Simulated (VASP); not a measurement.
A run of VASP 6.6.1 is set up as follows.

File INCAR:

```
  PREC = Accurate
  ENCUT = 520
  EDIFF = 1E-6
  ISMEAR = 0
  SIGMA = 0.1
  LREAL = F
  LASPH = T
  NELM = 60
  ALGO = Fast
  ISIF = 2
  LWAVE = F
  LCHARG = F
  GGA = PE
  NBANDS = 30
```

File KPOINTS:

```
regular mesh
0
Gamma
  5 4 44
```

File POSCAR:

```
Rh
1.0
    6.8306011791      0.0000058360     -0.0424050765
    0.0000071722      8.3946362797      0.0023106199
    2.2721921382      1.3993153216      0.7537319855
Rh
3
Direct
    0.0000000000      0.6666666667      0.0000000000
    0.0000000000      0.3333333333      0.0000000000
    0.0000000000      0.0000000000      0.0000000000
```

Potentials or basis: VASP PAW PBE potentials, release 64 (Rh_pv).

Run with:

```sh
$ cat potpaw_PBE.64/Rh_pv/POTCAR > POTCAR
$ mpirun -np 1 vasp_std > vasp.out
```

Problem. What does it give for the band gap on the k mesh?

Solution. Zero (an odd number of electrons rules out a gap without spin polarisation).

Problem. Predict the pressure.

Solution. -9.3 GPa.

Stress tensor (GPa, compression positive):
```
-14.41  -0.02   0.08
 -0.02 -13.55   0.00
  0.08   0.00   0.06
```

Caveat: the stress differs along the axes, from -14 to 0 GPa.
